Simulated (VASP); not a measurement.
# GaCo (P4/mmm) in VASP: a series of runs

The runs below take GaCo through single point, with PBEsol.

All numbers are computed with VASP 6.6.1; they aren't measurements. Logs are shortened: lines on timing, memory, paths and dates and some standing lists are left out, and cuts for length are marked.

## Step 1: The cell of the first run

Symmetry: P4/mmm, No. 123, tetragonal system. Conventional cell: a = 2.652 Å, b = 2.652 Å, c = 2.998 Å, α = 90.00°, β = 90.00°, γ = 90.00°. Within 3.2 Å of Ga (site symmetry 4/mmm) lie 8 Co at 2.40 Å and 6 Ga at 2.65 to 3.00 Å. Within 3.2 Å of Co (site symmetry 4/mmm) lie 8 Ga at 2.40 Å and 6 Co at 2.65 to 3.00 Å.

## Step 2: Single point, PBEsol (strain -0.080 along x and y, +0.040 along z)

The input, INCAR:

```
PREC = Accurate ; ENCUT = 520
EDIFF = 1E-7 ; ISMEAR = 0
SIGMA = 0.15 ; LREAL = F
LASPH = T ; NELM = 60
ALGO = Fast ; ISIF = 2
LWAVE = F ; LCHARG = F
GGA = PS ; NBANDS = 18
```

The input, KPOINTS:

```
Automatic mesh
0
Gamma
  16 16 16
```

The input, POSCAR:

```
GaCo
1.0
    2.6524520000      0.0000000000      0.0000000000
    0.0000000000      2.6524520000      0.0000000000
    0.0000000000      0.0000000000      2.9984240000
Ga Co
1 1
Direct
    0.5000000000      0.5000000000      0.5000000000
    0.0000000000      0.0000000000      0.0000000000
```

Potentials or basis: VASP PAW PBE potentials, release 64 (Ga_d, Co).

On the command line:

```sh
$ cat potpaw_PBE.64/Ga_d/POTCAR potpaw_PBE.64/Co/POTCAR > POTCAR
$ mpirun -np 1 vasp_std > vasp.out
```

OUTCAR:

```text
PREC = Accurate
   ENCUT = 520
   EDIFF = 1E-7
   ISMEAR = 0
   LREAL = F
   LASPH = T
   NELM = 60
   ISIF = 2
   GGA = PS

 ion  position               nearest neighbor table
   1  0.500  0.500  0.500-   2 2.40   2 2.40   2 2.40   2 2.40   2 2.40   2 2.40   2 2.40   2 2.40

   2  0.000  0.000  0.000-   1 2.40   1 2.40   1 2.40   1 2.40   1 2.40   1 2.40   1 2.40   1 2.40

  LATTYP: Found a simple tetragonal cell.
 ALAT       =     2.6524520000
 C/A-ratio  =     1.1304347826

  Lattice vectors:

 A1 = (   2.6524520000,   0.0000000000,   0.0000000000)
 A2 = (   0.0000000000,   2.6524520000,   0.0000000000)
 A3 = (   0.0000000000,   0.0000000000,   2.9984240000)

Analysis of symmetry for initial positions (statically):
=====================================================================
 Subroutine PRICEL returns:
 Original cell was already a primitive cell.

 Routine SETGRP: Setting up the symmetry group for a
 simple tetragonal supercell.

 Subroutine GETGRP returns: Found 16 space group operations
 (whereof 16 operations were pure point group operations)
 out of a pool of 16 trial point group operations.

The static configuration has the point symmetry D_4h.

Analysis of symmetry for dynamics (positions and initial velocities):
=====================================================================
 Subroutine PRICEL returns:
 Original cell was already a primitive cell.

 Routine SETGRP: Setting up the symmetry group for a
 simple tetragonal supercell.

 Subroutine GETGRP returns: Found 16 space group operations
 (whereof 16 operations were pure point group operations)
 out of a pool of 16 trial point group operations.

The dynamic configuration has the point symmetry D_4h.

 Subroutine INISYM returns: Found 16 space group operations
 (whereof 16 operations are pure point group operations),
 and found     1 'primitive' translations

----------------------------------------------------------------------------------------

                                     Primitive cell

  volume of cell :      21.0954

  direct lattice vectors                    reciprocal lattice vectors
     2.652452000  0.000000000  0.000000000     0.377009650  0.000000000  0.000000000
     0.000000000  2.652452000  0.000000000     0.000000000  0.377009650  0.000000000
     0.000000000  0.000000000  2.998424000     0.000000000  0.000000000  0.333508536

  length of vectors
     2.652452000  2.652452000  2.998424000     0.377009650  0.377009650  0.333508536

  position of ions in fractional coordinates (direct lattice)
     0.500000000  0.500000000  0.500000000
     0.000000000  0.000000000  0.000000000

  ion indices of the primitive-cell ions
   primitive index   ion index
                 1           1
                 2           2

----------------------------------------------------------------------------------------

 KPOINTS: Automatic mesh

Automatic generation of k-mesh.
 Grid dimensions read from file:
 generate k-points for:   16   16   16

 Generating k-lattice:

  Cartesian coordinates                     Fractional coordinates (reciprocal lattice)
     0.023563103  0.000000000  0.000000000     0.062500000  0.000000000  0.000000000
     0.000000000  0.023563103  0.000000000     0.000000000  0.062500000  0.000000000
     0.000000000  0.000000000  0.020844284     0.000000000  0.000000000  0.062500000

  Length of vectors
     0.023563103  0.023563103  0.020844284

  Shift w.r.t. Gamma in fractional coordinates (k-lattice)
     0.000000000  0.000000000  0.000000000

 Subroutine IBZKPT returns following result:
 ===========================================

 Found    405 irreducible k-points:

 Following reciprocal coordinates:
            Coordinates               Weight
  0.000000  0.000000  0.000000      1.000000
  0.062500  0.000000  0.000000      4.000000
  0.125000  0.000000  0.000000      4.000000
  0.187500  0.000000  0.000000      4.000000
  0.250000  0.000000  0.000000      4.000000
  0.312500  0.000000  0.000000      4.000000
[... 16 lines left out ...]
  0.437500  0.125000  0.000000      8.000000
  0.500000  0.125000  0.000000      4.000000
 [... further k-points ...]
   k-points           NKPTS =    405   k-points in BZ     NKDIM =    405   number of bands    NBANDS=     18
   number of dos      NEDOS =    301   number of ions     NIONS =      2
   total plane-waves  NPLWV =   9600
   dimension x,y,z NGX =    20 NGY =   20 NGZ =   24
   dimension x,y,z NGXF=    40 NGYF=   40 NGZF=   48
   ions per type =               1   1
   NGX,Y,Z   is equivalent  to a cutoff of  12.54, 12.54, 13.31 a.u.
   NGXF,Y,Z  is equivalent  to a cutoff of  25.07, 25.07, 26.61 a.u.
 SYSTEM =  unknown system
   PREC   = accura    normal or accurate (medium, high low for compatibility)
   ISTART =      0    job   : 0-new  1-cont  2-samecut
   ICHARG =      2    charge: 1-file 2-atom 10-const
   ISPIN  =      1    spin polarized calculation?
   LNONCOLLINEAR =      F non collinear calculations
   LSORBIT =      F    spin-orbit coupling
   LASPH  =      T    aspherical Exc in radial PAW
   ENCUT  =  520.0 eV  38.22 Ry    6.18 a.u.   4.93  4.93  5.58*2*pi/ulx,y,z
   NELM   =     60;   NELMIN=  2; NELMDL= -5     # of ELM steps
   EDIFF  = 0.1E-06   stopping-criterion for ELM
   LREAL  =      F    real-space projection
   EDIFFG = 0.1E-05   stopping-criterion for IOM
   NSW    =      0    number of steps for IOM
   IBRION =     -1    ionic relax: 0-MD 1-quasi-New 2-CG
   NFREE  =      0    steps in history (QN), initial steepest desc. (CG)
   ISIF   =      2    stress and relaxation
   ISYM   =      2    0-nonsym 1-usesym 2-fastsym
   POTIM  = 0.5000    time-step for ionic-motion
   TEBEG  =    0.0;   TEEND  =   0.0 temperature during run
   PSTRESS=    0.0 pullay stress
   NELECT =      22.0000    total number of electrons
   NUPDOWN=      -1.0000    fix difference up-down
   EMIN   =  10.00;   EMAX   =-10.00  energy-range for DOS
   EFERMI =   0.00;   METHOD = LEGACY
   ISMEAR =     0;   SIGMA  =   0.15  broadening in eV -4-tet -1-fermi 0-gaus
   EFERMI_NEDOS =   21; number of points for ismear=-14 and -15
   IALGO  =     68    algorithm
   IMIX   =      4    mixing-type and parameters
     AMIX     =   0.40;   BMIX     =  1.00
     AMIX_MAG =   1.60;   BMIX_MAG =  1.00
  volume/ion in A,a.u.               =      10.55        71.18
  Fermi-wavevector in a.u.,A,eV,Ry     =   1.660172  3.137270 37.499973  2.756170
  Thomas-Fermi vector in A             =   2.747454
   LORBIT       =      0    0 simple, 1 ext, 2 COOP (PROOUT), +10 PAW based schemes
   GGA     = PS    functional components
   LHFCALC =     F    Hartree Fock is set to
   AEXX    =    0.0000 exact exchange contribution
   IVDW    =     0    specifies the selected vdW correction
   LEPSILON=     F    determine dielectric tensor
   LRPA    =     F    only Hartree local field effects (RPA)
 non-spin polarized calculation
 RMM-DIIS sequential band-by-band and
 Gauss-broadening in eV      SIGMA  =   0.15
  energy-cutoff  :      520.00
  volume of cell :       21.10
 maximum number of plane-waves:       584
 NGX is ok and might be reduce to    20
   NGX =  9   NGY =  9   NGZ = 11

 number of electron      21.9999982 magnetization

 Free energy of the ion-electron system (eV)
  ---------------------------------------------------
  ext. energy  EPLUGINS =         0.00000000
  ---------------------------------------------------
  free energy    TOTEN  =       -11.63445319 eV

  energy without entropy =      -11.62488434  energy(sigma->0) =      -11.62966876

 E-fermi :  11.1526     XC(G=0): -14.0822

 val. band max:       11.1461650351   @ k =   0.4375   0.4375   0.4375
 cond. band min:      11.1528989247   @ k =   0.4375   0.4375   0.5000
 fundamental gap:      0.0067338895
 Fermi energy:        11.1525878763

 k-point     1 :       0.0000    0.0000    0.0000
  band No.  band energies     occupation
      1      -4.1537      2.00000
      2      -4.0202      2.00000
      3      -3.5793      2.00000
      4      -3.5793      2.00000
      5      -3.5113      2.00000
      6      -1.8214      2.00000
[... 10 lines left out ...]
     17      27.2268      0.00000
     18      33.6566      0.00000

 k-point     2 :       0.0625    0.0000    0.0000
  band No.  band energies     occupation
      1      -4.1406      2.00000
      2      -4.0098      2.00000
      3      -3.5875      2.00000
      4      -3.5775      2.00000
      5      -3.5184      2.00000
      6      -1.7352      2.00000
[... 10 lines left out ...]
     17      27.7374      0.00000
     18      33.4237      0.00000

 k-point     3 :       0.1250    0.0000    0.0000
  band No.  band energies     occupation
      1      -4.1086      2.00000
      2      -3.9763      2.00000
      3      -3.6110      2.00000
      4      -3.5726      2.00000
      5      -3.5385      2.00000
      6      -1.4749      2.00000
[... 10 lines left out ...]
     17      29.3678      0.00000
     18      32.3524      0.00000

 k-point     4 :       0.1875    0.0000    0.0000
  band No.  band energies     occupation
      1      -4.0728      2.00000
      2      -3.9178      2.00000
      3      -3.6458      2.00000
      4      -3.5686      2.00000
      5      -3.5651      2.00000
      6      -1.0377      2.00000
[... 10 lines left out ...]
     17      30.6677      0.00000
     18      31.6266      0.00000

 k-point     5 :       0.2500    0.0000    0.0000
  band No.  band energies     occupation
      1      -4.0411      2.00000
      2      -3.8432      2.00000
      3      -3.6866      2.00000
      4      -3.6038      2.00000
      5      -3.5563      2.00000
      6      -0.4230      2.00000
[... 10 lines left out ...]
     17      28.8288      0.00000
     18      29.9866      0.00000

 k-point     6 :       0.3125    0.0000    0.0000
  band No.  band energies     occupation
      1      -4.0145      2.00000
      2      -3.7676      2.00000
      3      -3.7270      2.00000
      4      -3.6387      2.00000
      5      -3.5475      2.00000
      6       0.3644      2.00000
[... 10 lines left out ...]
     17      27.0058      0.00000
     18      28.6907      0.00000

 k-point     7 :       0.3750    0.0000    0.0000
  band No.  band energies     occupation
      1      -3.9938      2.00000
      2      -3.7609      2.00000
      3      -3.7042      2.00000
      4      -3.6681      2.00000
      5      -3.5400      2.00000
      6       1.3137      2.00000
[... 10 lines left out ...]
     17      26.3556      0.00000
     18      27.7762      0.00000

 k-point     8 :       0.4375    0.0000    0.0000
  band No.  band energies     occupation
      1      -3.9806      2.00000
      2      -3.7835      2.00000
      3      -3.6877      2.00000
      4      -3.6624      2.00000
      5      -3.5350      2.00000
      6       2.4044      2.00000
[... 10 lines left out ...]
     17      26.2649      0.00000
     18      27.5802      0.00000
[... 229 lines left out ...]
     17      30.5276      0.00000
     18      31.0093      0.00000

 k-point    20 :       0.2500    0.1250    0.0000
  band No.  band energies     occupation
      1      -3.9625      2.00000
      2      -3.8326      2.00000
      3      -3.6869      2.00000
      4      -3.6555      2.00000
      5      -3.5928      2.00000
      6      -0.0817      2.00000
[... 10 lines left out ...]
     17      29.1104      0.00000
     18      29.1647      0.00000

 k-point    21 :       0.3125    0.1250    0.0000
  band No.  band energies     occupation
      1      -3.9381      2.00000
      2      -3.7542      2.00000
      3      -3.7289      2.00000
      4      -3.6971      2.00000
      5      -3.5869      2.00000
      6       0.6959      2.00000
[... 10 lines left out ...]
     17      27.2689      0.00000
     18      28.5107      0.00000

 k-point    22 :       0.3750    0.1250    0.0000
  band No.  band energies     occupation
      1      -3.9195      2.00000
      2      -3.7642      2.00000
      3      -3.7336      2.00000
      4      -3.6862      2.00000
      5      -3.5819      2.00000
      6       1.6295      2.00000
[... 10 lines left out ...]
     17      25.7273      0.00000
     18      27.3007      0.00000

 k-point    23 :       0.4375    0.1250    0.0000
  band No.  band energies     occupation
      1      -3.9072      2.00000
      2      -3.7877      2.00000
      3      -3.7566      2.00000
      4      -3.6428      2.00000
      5      -3.5785      2.00000
      6       2.6930      2.00000
[... 10 lines left out ...]
     17      24.4131      0.00000
     18      26.4222      0.00000

 k-point    24 :       0.5000    0.1250    0.0000
  band No.  band energies     occupation
      1      -3.9028      2.00000
      2      -3.7959      2.00000
      3      -3.7648      2.00000
      4      -3.6276      2.00000
      5      -3.5773      2.00000
      6       3.6268      2.00000
[... 10 lines left out ...]
     17      23.5246      0.00000
     18      26.0948      0.00000

 [... further k-points ...]
[... 5 lines left out ...]
  --------------------------------------------------------------------------------------
  -------------------------------------------------------------------------------------
  Total        3.0564813      3.0564813      2.1094003      0.0000000     -0.0000000      0.0000000
  in kB      232.1369150    232.1369150    160.2069964      0.0000000     -0.0000000      0.0000000
  external PRESSURE =     208.1602755 kB  Pullay stress =       0.0000000 kB

 VOLUME and BASIS-vectors are now :
 -----------------------------------------------------------------------------
  energy-cutoff  :      520.00
  volume of cell :       21.10
      direct lattice vectors                 reciprocal lattice vectors
     2.652452000  0.000000000  0.000000000     0.377009650  0.000000000  0.000000000
     0.000000000  2.652452000  0.000000000     0.000000000  0.377009650  0.000000000
     0.000000000  0.000000000  2.998424000     0.000000000  0.000000000  0.333508536

 POSITION                                       TOTAL-FORCE (eV/Angst)
 -----------------------------------------------------------------------------------
      1.32623      1.32623      1.49921         0.000000      0.000000      0.000000
      0.00000      0.00000      0.00000         0.000000      0.000000      0.000000
 -----------------------------------------------------------------------------------
    total drift:                               -0.000000      0.000000      0.000000

  FREE ENERGIE OF THE ION-ELECTRON SYSTEM (eV)
  ---------------------------------------------------
  free  energy   TOTEN  =       -11.6344531851 eV

  energy  without entropy=      -11.6248843404  energy(sigma->0) =      -11.62966876
```

Run time: 78 s. Hardware: 1 thread of AMD EPYC 9R45 (Zen 5), shared host; peak memory 0.23 GiB.

What came out:

| Property | Result |
| --- | --- |
| Free energy | -11.6345 eV |
| Pressure | 20.8 GPa |
| Band gap on the k mesh | zero (band 11 reaches 13.38 eV, above the bottom of band 12 at 10.76 eV) |

Levels at points of the mesh, in eV from the Fermi level:
| k point | band 7 | band 8 | band 9 | band 10 | band 11 | band 12 | band 13 | band 14 | band 15 | band 16 |
| --- | --- | --- | --- | --- | --- | --- | --- | --- | --- | --- |
| (0.00, 0.00, 0.00) | -2.87 | -2.83 | -0.68 | -0.68 | -0.34 | 2.92 | 7.48 | 7.48 | 10.17 | 13.18 |
| (0.50, 0.00, 0.00) | -7.34 | -2.53 | -2.52 | -1.49 | -0.66 | 0.78 | 10.32 | 11.13 | 11.29 | 13.83 |
| (0.50, 0.50, 0.00) | -2.78 | -2.78 | -2.29 | -1.52 | -1.52 | 0.23 | 3.67 | 4.84 | 11.05 | 14.44 |
| (0.00, 0.00, 0.50) | -7.71 | -2.76 | -1.52 | -1.52 | -0.40 | -0.36 | 12.47 | 12.47 | 13.03 | 15.02 |
| (0.50, 0.00, 0.50) | -4.02 | -3.21 | -2.78 | -1.08 | -0.92 | -0.24 | 2.84 | 3.69 | 14.30 | 17.20 |
| (0.50, 0.50, 0.50) | -4.54 | -4.52 | -0.24 | 0.25 | 1.81 | 4.34 | 4.44 | 4.44 | 5.07 | 5.07 |

Caveat: the cell differs from its parent crystal (strain -0.080 along x and y, +0.040 along z); the PAW data sets were made with another functional, which shifts forces and pressure a little. Spin polarisation is off, so any magnetic state and its effect on volume and gap are missing.

(Continued in part 2 of 2.)
